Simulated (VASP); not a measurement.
The system is BaTiO3.

```
CELL_PARAMETERS angstrom
3.72890 -0.42193 0.02237
-0.28447 3.27547 3.11008
0.31643 -2.75371 2.58992
ATOMIC_POSITIONS crystal
Ba 0.00364 0.99727 0.99850
Ti 0.50025 0.51161 0.51018
O 0.99835 0.49282 0.49504
O 0.49991 0.50154 0.99454
O 0.49786 0.99299 0.49796
```

Base run:

| Quantity | Value |
| --- | --- |
| Program | VASP 6.6.1 |
| Functional | PBE |
| Potentials or basis | VASP PAW PBE potentials, release 64 (Ba_sv, Ti_sv, O) |
| Cutoff | 520 eV |
| k mesh | 7 × 6 × 7 |
| Occupations | fermi-dirac, width 0.05 eV |
| Spin | no spin polarisation |
| Hubbard terms | Ti d U = 8.0 eV |

Its results: band gap on the k mesh 1.32 eV (least direct gap 1.41 eV); pressure 27.3 GPa; largest force 1.153 eV/Å.

The run is repeated on the same cell with these changes: k mesh from 7 × 6 × 7 to 6 × 5 × 6; hubbard terms from Ti d U = 8.0 eV to none. What comes out?

Band gap on the k mesh 0.52 eV (least direct gap 0.64 eV); pressure 20.0 GPa; largest force 0.749 eV/Å.

Several settings changed at once.

Caveats: the cell stands under pressure; spin-orbit coupling is left out, which moves the levels of the heavy elements; an odd mesh through Γ misses points on the zone boundary, where band edges can lie; forces of over 1 eV/Å act on the atoms, so gaps and moduli don't describe the material at rest (at least some runs).
